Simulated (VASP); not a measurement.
# NaH in VASP: settings compared

Aim: see how the results for NaH move with the level of theory and the settings. Levels: PBE, r2SCAN. Tasks: single point.

All numbers are computed with VASP 6.6.1; they aren't measurements. Logs are shortened: lines on timing, memory, paths and dates and some standing lists are left out, and cuts for length are marked.

**1. The cell of the first run**

It takes space group Fm-3m (No. 225, cubic). The conventional cell has a = 4.686 Å, b = 4.686 Å, c = 4.686 Å, α = 90.00°, β = 90.00°, γ = 90.00°. Na (site symmetry m-3m) has 6 H at 2.34 Å within 3.1 Å. Within 3.1 Å of H (site symmetry m-3m) lie 6 Na at 2.34 Å.

**2. Single point, PBE (strain -2.3%)**

File INCAR:

```
SYSTEM = NaH
  PREC = Accurate
  ENCUT = 520
  EDIFF = 1E-6
  ISMEAR = -1
  SIGMA = 0.02
  LREAL = .False.
  LASPH = .True.
  NELM = 100
  ALGO = Normal
  ISIF = 2
  LWAVE = .False.
  LCHARG = .False.
  GGA = PE
  NBANDS = 11
```

File KPOINTS:

```
regular mesh
0
Gamma
  10 10 10
  0 0 0
```

File POSCAR:

```
NaH
1.0
    0.0000000000      2.3428490071      2.3428490071
    2.3428490071      0.0000000000      2.3428490071
    2.3428490071      2.3428490071      0.0000000000
Na H
1 1
Direct
    0.0000000000      0.0000000000      0.0000000000
    0.5000000000      0.5000000000      0.5000000000
```

Potentials or basis: VASP PAW PBE potentials, release 64 (Na_pv, H).

On the command line:

```console
$ cat potpaw_PBE.64/Na_pv/POTCAR potpaw_PBE.64/H/POTCAR > POTCAR
$ mpirun -np 1 vasp_std > vasp.out
```

OUTCAR:

```text
SYSTEM = NaH
   PREC = Accurate
   ENCUT = 520
   EDIFF = 1E-6
   ISMEAR = -1
   LREAL = .False.
   LASPH = .True.
   NELM = 100
   ISIF = 2
   GGA = PE

 ion  position               nearest neighbor table
   1  0.000  0.000  0.000-
   2  0.500  0.500  0.500-

  LATTYP: Found a face centered cubic cell.
 ALAT       =     4.6856980142

  Lattice vectors:

 A1 = (   0.0000000000,   2.3428490071,   2.3428490071)
 A2 = (   2.3428490071,   0.0000000000,   2.3428490071)
 A3 = (   2.3428490071,   2.3428490071,   0.0000000000)

Analysis of symmetry for initial positions (statically):
=====================================================================
 Subroutine PRICEL returns:
 Original cell was already a primitive cell.

 Routine SETGRP: Setting up the symmetry group for a
 face centered cubic supercell.

 Subroutine GETGRP returns: Found 48 space group operations
 (whereof 48 operations were pure point group operations)
 out of a pool of 48 trial point group operations.

The static configuration has the point symmetry O_h .

Analysis of symmetry for dynamics (positions and initial velocities):
=====================================================================
 Subroutine PRICEL returns:
 Original cell was already a primitive cell.

 Routine SETGRP: Setting up the symmetry group for a
 face centered cubic supercell.

 Subroutine GETGRP returns: Found 48 space group operations
 (whereof 48 operations were pure point group operations)
 out of a pool of 48 trial point group operations.

The dynamic configuration has the point symmetry O_h .

 Subroutine INISYM returns: Found 48 space group operations
 (whereof 48 operations are pure point group operations),
 and found     1 'primitive' translations

----------------------------------------------------------------------------------------

                                     Primitive cell

  volume of cell :      25.7195

  direct lattice vectors                    reciprocal lattice vectors
     0.000000000  2.342849007  2.342849007    -0.213415375  0.213415375  0.213415375
     2.342849007  0.000000000  2.342849007     0.213415375 -0.213415375  0.213415375
     2.342849007  2.342849007  0.000000000     0.213415375  0.213415375 -0.213415375

  length of vectors
     3.313288840  3.313288840  3.313288840     0.369646273  0.369646273  0.369646273

  position of ions in fractional coordinates (direct lattice)
     0.000000000  0.000000000  0.000000000
     0.500000000  0.500000000  0.500000000

  ion indices of the primitive-cell ions
   primitive index   ion index
                 1           1
                 2           2

----------------------------------------------------------------------------------------

 KPOINTS: regular mesh

Automatic generation of k-mesh.
 Grid dimensions read from file:
 generate k-points for:   10   10   10

 Generating k-lattice:

  Cartesian coordinates                     Fractional coordinates (reciprocal lattice)
    -0.021341538  0.021341538  0.021341538     0.100000000  0.000000000  0.000000000
     0.021341538 -0.021341538  0.021341538     0.000000000  0.100000000  0.000000000
     0.021341538  0.021341538 -0.021341538     0.000000000  0.000000000  0.100000000

  Length of vectors
     0.036964627  0.036964627  0.036964627

  Shift w.r.t. Gamma in fractional coordinates (k-lattice)
     0.000000000  0.000000000  0.000000000

 Subroutine IBZKPT returns following result:
 ===========================================

 Found     47 irreducible k-points:

 Following reciprocal coordinates:
            Coordinates               Weight
  0.000000  0.000000  0.000000      1.000000
  0.100000  0.000000  0.000000      8.000000
  0.200000  0.000000  0.000000      8.000000
  0.300000  0.000000  0.000000      8.000000
  0.400000  0.000000  0.000000      8.000000
  0.500000  0.000000  0.000000      4.000000
[... 16 lines left out ...]
  0.300000  0.300000  0.000000      6.000000
  0.400000  0.300000  0.000000     24.000000
 [... further k-points ...]
   k-points           NKPTS =     47   k-points in BZ     NKDIM =     47   number of bands    NBANDS=     11
   number of dos      NEDOS =    301   number of ions     NIONS =      2
   total plane-waves  NPLWV =  21952
   dimension x,y,z NGX =    28 NGY =   28 NGZ =   28
   dimension x,y,z NGXF=    56 NGYF=   56 NGZF=   56
   ions per type =               1   1
   NGX,Y,Z   is equivalent  to a cutoff of  14.05, 14.05, 14.05 a.u.
   NGXF,Y,Z  is equivalent  to a cutoff of  28.10, 28.10, 28.10 a.u.
 SYSTEM =  NaH
   PREC   = accura    normal or accurate (medium, high low for compatibility)
   ISTART =      0    job   : 0-new  1-cont  2-samecut
   ICHARG =      2    charge: 1-file 2-atom 10-const
   ISPIN  =      1    spin polarized calculation?
   LNONCOLLINEAR =      F non collinear calculations
   LSORBIT =      F    spin-orbit coupling
   LASPH  =      T    aspherical Exc in radial PAW
   ENCUT  =  520.0 eV  38.22 Ry    6.18 a.u.   6.16  6.16  6.16*2*pi/ulx,y,z
   NELM   =    100;   NELMIN=  2; NELMDL= -5     # of ELM steps
   EDIFF  = 0.1E-05   stopping-criterion for ELM
   LREAL  =      F    real-space projection
   EDIFFG = 0.1E-04   stopping-criterion for IOM
   NSW    =      0    number of steps for IOM
   IBRION =     -1    ionic relax: 0-MD 1-quasi-New 2-CG
   NFREE  =      0    steps in history (QN), initial steepest desc. (CG)
   ISIF   =      2    stress and relaxation
   ISYM   =      2    0-nonsym 1-usesym 2-fastsym
   POTIM  = 0.5000    time-step for ionic-motion
   TEBEG  =    0.0;   TEEND  =   0.0 temperature during run
   PSTRESS=    0.0 pullay stress
   NELECT =       8.0000    total number of electrons
   NUPDOWN=      -1.0000    fix difference up-down
   EMIN   =  10.00;   EMAX   =-10.00  energy-range for DOS
   EFERMI =   0.00;   METHOD = LEGACY
   ISMEAR =    -1;   SIGMA  =   0.02  broadening in eV -4-tet -1-fermi 0-gaus
   EFERMI_NEDOS =   21; number of points for ismear=-14 and -15
   IALGO  =     38    algorithm
   IMIX   =      4    mixing-type and parameters
     AMIX     =   0.40;   BMIX     =  1.00
     AMIX_MAG =   1.60;   BMIX_MAG =  1.00
  volume/ion in A,a.u.               =      12.86        86.78
  Fermi-wavevector in a.u.,A,eV,Ry     =   1.109219  2.096119 16.740148  1.230366
  Thomas-Fermi vector in A             =   2.245756
   LORBIT       =      0    0 simple, 1 ext, 2 COOP (PROOUT), +10 PAW based schemes
   GGA     = PE    functional components
   LHFCALC =     F    Hartree Fock is set to
   AEXX    =    0.0000 exact exchange contribution
   IVDW    =     0    specifies the selected vdW correction
   LEPSILON=     F    determine dielectric tensor
   LRPA    =     F    only Hartree local field effects (RPA)
 non-spin polarized calculation
  energy-cutoff  :      520.00
  volume of cell :       25.72
 maximum number of plane-waves:       701
 NGX is ok and might be reduce to    28
   NGX = 13   NGY = 13   NGZ = 13

 number of electron       8.0000006 magnetization

 Free energy of the ion-electron system (eV)
  ---------------------------------------------------
  ext. energy  EPLUGINS =         0.00000000
  ---------------------------------------------------
  free energy    TOTEN  =        -5.06861533 eV

  energy without entropy =       -5.06861533  energy(sigma->0) =       -5.06861533

 E-fermi :  -0.3506     XC(G=0):  -8.0862

 val. band max:       -0.8229586616   @ k =  -0.3000   0.5000   0.2000
 cond. band min:       3.1149249070   @ k =   0.5000   0.0000   0.0000
 fundamental gap:      3.9378835686
 Fermi energy:        -0.3506256656

 k-point     1 :       0.0000    0.0000    0.0000
  band No.  band energies     occupation
      1     -22.7494      2.00000
      2     -22.7494      2.00000
      3     -22.7494      2.00000
      4      -4.6870      2.00000
      5      10.4580      0.00000
      6      15.5017      0.00000
      7      15.5017      0.00000
      8      15.5017      0.00000
      9      16.5970      0.00000
     10      16.5970      0.00000
     11      16.5970      0.00000

 k-point     2 :       0.1000    0.0000    0.0000
  band No.  band energies     occupation
      1     -22.7619      2.00000
      2     -22.7508      2.00000
      3     -22.7508      2.00000
      4      -4.5008      2.00000
      5       9.8129      0.00000
      6      13.3217      0.00000
      7      14.9084      0.00000
      8      14.9084      0.00000
      9      17.2981      0.00000
     10      17.2981      0.00000
     11      17.4971      0.00000

 k-point     3 :       0.2000    0.0000    0.0000
  band No.  band energies     occupation
      1     -22.7943      2.00000
      2     -22.7545      2.00000
      3     -22.7545      2.00000
      4      -3.9602      2.00000
      5       7.9773      0.00000
      6      11.7983      0.00000
      7      14.1713      0.00000
      8      14.1713      0.00000
      9      17.7617      0.00000
     10      17.7617      0.00000
     11      18.5996      0.00000

 k-point     4 :       0.3000    0.0000    0.0000
  band No.  band energies     occupation
      1     -22.8339      2.00000
      2     -22.7592      2.00000
      3     -22.7592      2.00000
      4      -3.1319      2.00000
      5       5.7683      0.00000
      6      11.0804      0.00000
      7      13.6186      0.00000
      8      13.6186      0.00000
      9      17.2560      0.00000
     10      17.2560      0.00000
     11      19.3974      0.00000

 k-point     5 :       0.4000    0.0000    0.0000
  band No.  band energies     occupation
      1     -22.8655      2.00000
      2     -22.7629      2.00000
      3     -22.7629      2.00000
      4      -2.1999      2.00000
      5       3.9236      0.00000
      6      10.7367      0.00000
      7      13.2799      0.00000
      8      13.2799      0.00000
      9      16.7702      0.00000
     10      16.7702      0.00000
     11      19.4104      0.00000
[... 211 lines left out ...]
 k-point    21 :      -0.3000    0.2000    0.0000
  band No.  band energies     occupation
      1     -22.8460      2.00000
      2     -22.7934      2.00000
      3     -22.7644      2.00000
      4      -2.0408      2.00000
      5       4.9641      0.00000
      6       7.4658      0.00000
      7      12.8896      0.00000
      8      13.6442      0.00000
      9      18.0286      0.00000
     10      18.4187      0.00000
     11      20.6664      0.00000

 k-point    22 :      -0.2000    0.2000    0.0000
  band No.  band energies     occupation
      1     -22.8274      2.00000
      2     -22.7821      2.00000
      3     -22.7584      2.00000
      4      -2.8761      2.00000
      5       6.3215      0.00000
      6       8.2733      0.00000
      7      13.8879      0.00000
      8      14.0452      0.00000
      9      17.6655      0.00000
     10      18.6091      0.00000
     11      18.9169      0.00000

 k-point    23 :       0.3000    0.3000    0.0000
  band No.  band energies     occupation
      1     -22.8273      2.00000
      2     -22.7773      2.00000
      3     -22.7773      2.00000
      4      -2.6901      2.00000
      5       6.2576      0.00000
      6      10.6583      0.00000
      7      11.3056      0.00000
      8      11.3056      0.00000
      9      13.9435      0.00000
     10      21.0591      0.00000
     11      23.3225      0.00000

 k-point    24 :       0.4000    0.3000    0.0000
  band No.  band energies     occupation
      1     -22.8430      2.00000
      2     -22.7859      2.00000
      3     -22.7820      2.00000
      4      -2.0310      2.00000
      5       5.3602      0.00000
      6       8.8604      0.00000
      7      11.0268      0.00000
      8      11.8791      0.00000
      9      14.0293      0.00000
     10      21.4376      0.00000
     11      22.8793      0.00000

 [... further k-points ...]
[... 5 lines left out ...]
  --------------------------------------------------------------------------------------
  -------------------------------------------------------------------------------------
  Total        0.4051478      0.4051478      0.4051478     -0.0000000     -0.0000000     -0.0000000
  in kB       25.2383636     25.2383636     25.2383636     -0.0000000     -0.0000000     -0.0000000
  external PRESSURE =      25.2383636 kB  Pullay stress =       0.0000000 kB

 VOLUME and BASIS-vectors are now :
 -----------------------------------------------------------------------------
  energy-cutoff  :      520.00
  volume of cell :       25.72
      direct lattice vectors                 reciprocal lattice vectors
     0.000000000  2.342849007  2.342849007    -0.213415375  0.213415375  0.213415375
     2.342849007  0.000000000  2.342849007     0.213415375 -0.213415375  0.213415375
     2.342849007  2.342849007  0.000000000     0.213415375  0.213415375 -0.213415375

 POSITION                                       TOTAL-FORCE (eV/Angst)
 -----------------------------------------------------------------------------------
      0.00000      0.00000      0.00000         0.000000      0.000000      0.000000
      2.34285      2.34285      2.34285         0.000000      0.000000      0.000000
 -----------------------------------------------------------------------------------
    total drift:                               -0.000000     -0.000000      0.000000

  FREE ENERGIE OF THE ION-ELECTRON SYSTEM (eV)
  ---------------------------------------------------
  free  energy   TOTEN  =        -5.0686153302 eV

  energy  without entropy=       -5.0686153302  energy(sigma->0) =       -5.06861533
```

Wall time 25 s (1 thread of Intel Xeon 8259CL, shared host); peak memory 0.15 GiB.

Results:

```
Free energy            : -5.0686 eV
Pressure               : 2.5 GPa
Band gap on the k mesh : 3.94 eV (least direct gap 4.82 eV)
```

Levels at points of the mesh, in eV from the valence-band top:
```
           k point  band 1  band 2  band 3  band 4  band 5  band 6  band 7  band 8  band 9
(0.00, 0.00, 0.00)  -21.93  -21.93  -21.93   -3.86   11.28   16.32   16.32   16.32   17.42
(0.50, 0.00, 0.00)  -22.05  -21.94  -21.94   -0.88    3.94   11.46   13.99   13.99   17.42
(0.50, 0.50, 0.00)  -22.04  -21.97  -21.97   -0.18    4.85   10.40   11.28   11.28   12.78
```

Caveat: the cell differs from its parent crystal (strain -2.3%).

[end of part 1 of 3]
